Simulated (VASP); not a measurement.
# BeS (Fm-3m) in VASP: further runs, part 3 of 3

VASP 6.6.1. Earlier steps stand in the parts before.

## Step 6: Single point, r2SCAN (volume changed by -3%)

POSCAR reads:

```
BeS
1.0
    0.0000000000      2.2938885521      2.2938885521
    2.2938885521      0.0000000000      2.2938885521
    2.2938885521      2.2938885521      0.0000000000
Be S
1 1
Direct
    0.0000000000      0.0000000000      0.0000000000
    0.5000000000      0.5000000000      0.5000000000
```

INCAR.step1 reads:

```
SYSTEM = BeS
PREC = Accurate
ENCUT = 520
ISMEAR = 0
SIGMA = 0.01
LREAL = .FALSE.
LASPH = .TRUE.
NELM = 80
NBANDS = 11
GGA = PE
ALGO = Normal
EDIFF = 1E-4
LWAVE = .TRUE.
LCHARG = .FALSE.
```

INCAR.step2 reads:

```
SYSTEM = BeS
PREC = Accurate
ENCUT = 520
EDIFF = 1E-6
ISMEAR = 0
SIGMA = 0.01
LREAL = .FALSE.
LASPH = .TRUE.
NELM = 80
ALGO = Normal
ISIF = 2
LWAVE = .FALSE.
LCHARG = .FALSE.
METAGGA = R2SCAN
LMIXTAU = .TRUE.
NBANDS = 11
ISTART = 1
```

KPOINTS reads:

```
Automatic mesh
0
G
  8 8 8
  0 0 0
```

Potentials or basis: VASP PAW PBE potentials, release 64 (Be, S).

Command:

```console
> cat potpaw_PBE.64/Be/POTCAR potpaw_PBE.64/S/POTCAR > POTCAR
> cp INCAR.step1 INCAR
> mpirun -np 1 vasp_std > vasp.out
> cp INCAR.step2 INCAR
> mpirun -np 1 vasp_std > vasp.out
```

OUTCAR:

```text
SYSTEM = BeS
   PREC = Accurate
   ENCUT = 520
   EDIFF = 1E-6
   ISMEAR = 0
   LREAL = .FALSE.
   LASPH = .TRUE.
   NELM = 80
   ISIF = 2
   METAGGA = R2SCAN
   ISTART = 1

 ion  position               nearest neighbor table
   1  0.000  0.000  0.000-   2 2.29   2 2.29   2 2.29   2 2.29   2 2.29   2 2.29
   2  0.500  0.500  0.500-   1 2.29   1 2.29   1 2.29   1 2.29   1 2.29   1 2.29

  LATTYP: Found a face centered cubic cell.
 ALAT       =     4.5877771042

  Lattice vectors:

 A1 = (   0.0000000000,   2.2938885521,   2.2938885521)
 A2 = (   2.2938885521,   0.0000000000,   2.2938885521)
 A3 = (   2.2938885521,   2.2938885521,   0.0000000000)

Analysis of symmetry for initial positions (statically):
=====================================================================
 Subroutine PRICEL returns:
 Original cell was already a primitive cell.

 Routine SETGRP: Setting up the symmetry group for a
 face centered cubic supercell.

 Subroutine GETGRP returns: Found 48 space group operations
 (whereof 48 operations were pure point group operations)
 out of a pool of 48 trial point group operations.

The static configuration has the point symmetry O_h .

Analysis of symmetry for dynamics (positions and initial velocities):
=====================================================================
 Subroutine PRICEL returns:
 Original cell was already a primitive cell.

 Routine SETGRP: Setting up the symmetry group for a
 face centered cubic supercell.

 Subroutine GETGRP returns: Found 48 space group operations
 (whereof 48 operations were pure point group operations)
 out of a pool of 48 trial point group operations.

The dynamic configuration has the point symmetry O_h .

 Subroutine INISYM returns: Found 48 space group operations
 (whereof 48 operations are pure point group operations),
 and found     1 'primitive' translations

----------------------------------------------------------------------------------------

                                     Primitive cell

[... 118 lines left out ...]
   IVDW    =     0    specifies the selected vdW correction
   LEPSILON=     F    determine dielectric tensor
   LRPA    =     F    only Hartree local field effects (RPA)
 non-spin polarized calculation
 Gauss-broadening in eV      SIGMA  =   0.01
  energy-cutoff  :      520.00
  volume of cell :       24.14
 maximum number of plane-waves:       660
   NGX = 13   NGY = 13   NGZ = 13

 number of electron       8.0000000 magnetization

 Free energy of the ion-electron system (eV)
  ---------------------------------------------------
  ext. energy  EPLUGINS =         0.00000000
  ---------------------------------------------------
  free energy    TOTEN  =       -13.54296942 eV

  energy without entropy =      -13.54296942  energy(sigma->0) =      -13.54296942

 E-fermi :   6.8961     XC(G=0): -11.2312

 val. band max:        6.8163689457   @ k =  -0.1250   0.1250   0.0000
 cond. band min:       8.1806684024   @ k =   0.5000   0.5000   0.0000
 fundamental gap:      1.3642994567
 Fermi energy:         6.8960632154

 k-point     1 :       0.0000    0.0000    0.0000
  band No.  band energies     occupation
      1      -9.2064      2.00000
      2       6.5412      2.00000
      3       6.5412      2.00000
      4       6.5412      2.00000
      5      13.4017      0.00000
      6      16.1602      0.00000
      7      16.1602      0.00000
      8      16.1602      0.00000
      9      17.6448      0.00000
     10      17.6448      0.00000
     11      17.6449      0.00000
[... 309 lines left out ...]
 k-point    24 :      -0.3750    0.2500    0.1250
  band No.  band energies     occupation
      1      -6.2266      2.00000
      2      -0.2221      2.00000
      3       3.1551      2.00000
      4       4.6919      2.00000
      5      11.6038      0.00000
      6      12.0612      0.00000
      7      15.6638      0.00000
      8      19.0394      0.00000
      9      20.3643      0.00000
     10      20.9926      0.00000
     11      24.6799      0.00000

 [... further k-points ...]

------------------------ aborting loop because EDIFF is reached ----------------------------------------

  FORCE on cell =-STRESS in cart. coord.  units (eV):
  Direction    XX          YY          ZZ          XY          YZ          ZX
  --------------------------------------------------------------------------------------
  -------------------------------------------------------------------------------------
  Total        0.5459046      0.5459046      0.5459046      0.0000000     -0.0000000      0.0000000
  in kB       36.2310046     36.2310046     36.2310046      0.0000000     -0.0000000      0.0000000
  external PRESSURE =      36.2310046 kB  Pullay stress =       0.0000000 kB

 VOLUME and BASIS-vectors are now :
 -----------------------------------------------------------------------------
  energy-cutoff  :      520.00
  volume of cell :       24.14
      direct lattice vectors                 reciprocal lattice vectors
     0.000000000  2.293888552  2.293888552    -0.217970485  0.217970485  0.217970485
     2.293888552  0.000000000  2.293888552     0.217970485 -0.217970485  0.217970485
     2.293888552  2.293888552  0.000000000     0.217970485  0.217970485 -0.217970485

 POSITION                                       TOTAL-FORCE (eV/Angst)
 -----------------------------------------------------------------------------------
      0.00000      0.00000      0.00000         0.000000      0.000000     -0.000000
      2.29389      2.29389      2.29389        -0.000000     -0.000000      0.000000
 -----------------------------------------------------------------------------------
    total drift:                               -0.000000     -0.000000      0.000000

  FREE ENERGIE OF THE ION-ELECTRON SYSTEM (eV)
  ---------------------------------------------------
  free  energy   TOTEN  =       -13.5429694172 eV

  energy  without entropy=      -13.5429694172  energy(sigma->0) =      -13.54296942
```

Wall time 8.7 s (1 thread of Intel Xeon 6975P-C (Granite Rapids), shared host); peak memory 0.13 GiB.

Results:

| Quantity | Value |
| --- | --- |
| Free energy | -13.5430 eV |
| Pressure | 3.6 GPa |
| Band gap on the k mesh | 1.36 eV, indirect (least direct gap 4.75 eV) |

Levels at points of the mesh, in eV from the valence-band top:
| k point | band 1 | band 2 | band 3 | band 4 | band 5 | band 6 | band 7 | band 8 |
| --- | --- | --- | --- | --- | --- | --- | --- | --- |
| (0.00, 0.00, 0.00) | -16.02 | -0.28 | -0.28 | -0.28 | 6.59 | 9.34 | 9.34 | 9.34 |
| (0.50, 0.00, 0.00) | -13.55 | -7.67 | -0.56 | -0.56 | 4.43 | 4.43 | 4.91 | 11.49 |
| (0.50, 0.50, 0.00) | -12.40 | -7.20 | -3.38 | -3.38 | 1.36 | 4.72 | 13.27 | 13.27 |

Caveat: the PAW data sets were made with another functional, which shifts forces and pressure a little. A k mesh can miss the band edges.

## Step 7: The runs side by side

| level | cell | k mesh | gap on the mesh (eV) | pressure (GPa) |
| --- | --- | --- | --- | --- |
| PBE | a = 3.306 Å, angles 60.0°, 2 atoms | 8 × 8 × 8 | 0.98 | -3.1 |
| PBE | a = 3.338 Å, angles 60.0°, 2 atoms | 8 × 8 × 8 | 0.97 | -5.7 |
| PBE | a = 3.277 Å, angles 60.0°, 2 atoms | 10 × 10 × 10 | 1.03 | -0.4 |
| r2SCAN | a = 3.210 Å, angles 60.0°, 2 atoms | 8 × 8 × 8 | 1.37 | 7.6 |
| r2SCAN | a = 3.244 Å, angles 60.0°, 2 atoms | 8 × 8 × 8 | 1.36 | 3.6 |

Alike in all rows: task single point; potentials or basis VASP PAW PBE potentials, release 64 (Be, S); no spin polarisation; cutoff (eV) 520; smearing gaussian 0.01 eV.

Caveats: the PAW data sets were made with another functional, which shifts forces and pressure a little (some runs).

Absolute energies hang on the potentials; compare differences alone.
